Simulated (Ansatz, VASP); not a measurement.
**SrCl2 in VASP and in Ansatz**

INCAR

```
SYSTEM = SrCl2
  ALGO = Normal
  EDIFF = 1E-6
  ENCUT = 520
  ISIF = 2
  ISMEAR = -1
  LASPH = .TRUE.
  LCHARG = .TRUE.
  LELF = .TRUE.
  LREAL = .FALSE.
  LVHAR = .TRUE.
  LWAVE = .FALSE.
  NBANDS = 19
  NELM = 60
  PREC = Accurate
  SIGMA = 0.05
```

The input KPOINTS:

```
k-points
0
G
  7 7 7
  0 0 0
```

Contents of POSCAR:

```
SrCl2
1.0
    0.0000000000      3.4412043558      3.4412043558
    3.4412043558      0.0000000000      3.4412043558
    3.4412043558      3.4412043558      0.0000000000
Sr Cl
1 2
Direct
    0.0000000000      0.0000000000      0.0000000000
    0.7500000000      0.7500000000      0.7500000000
    0.2500000000      0.2500000000      0.2500000000
```

Contents of input.yaml:

```yaml
crystal:
  lattice:
    - [0.0, 3.4412043558, 3.4412043558]
    - [3.4412043558, 0.0, 3.4412043558]
    - [3.4412043558, 3.4412043558, 0.0]
  atoms:
    - { symbol: Sr, position: [0.0, 0.0, 0.0] }
    - { symbol: Cl, position: [0.75, 0.75, 0.75] }
    - { symbol: Cl, position: [0.25, 0.25, 0.25] }
kpoints:
  mp_grid: { grid: [7, 7, 7] }
scf:
  occupations: { method: fermi_dirac, width: 0.05 }
hamiltonian:
  xc: lda
  pseudopotentials: { kind: all_electron, lapw: { basis_error: 0.002 } }
output:
  forces: true
  stress: true
  eigenvalues: true
```

Change from the starting cell: volume scaled by 0.96.

Alike in both runs: task single point; functional LDA; k mesh 7 × 7 × 7; occupations fermi-dirac, width 0.05 eV; no spin polarisation.

|  | VASP | Ansatz |
| --- | --- | --- |
| version | VASP 6.6.1 | Ansatz 0.2.0 |
| potentials or method | VASP PAW LDA potentials, release 64 (Sr_sv, Cl), cutoff 520 eV | all-electron LAPW, scalar-relativistic |

Ansatz gave:

| Property | Result |
| --- | --- |
| gap on the k mesh at the Fermi level (eV) | 5.07 |
| least direct gap on the mesh (eV) | 5.35 |
| pressure (GPa) | -1.5 |

Question: What did VASP give for the same quantities?

Answer: gap on the k mesh at the Fermi level (eV): 5.08; least direct gap on the mesh (eV): 5.35; pressure (GPa): -1.3.

LDA's correlation is that of Perdew and Zunger in VASP and of Perdew and Wang (1992) in Ansatz. Ansatz ran all-electron here, and VASP with PAW potentials.
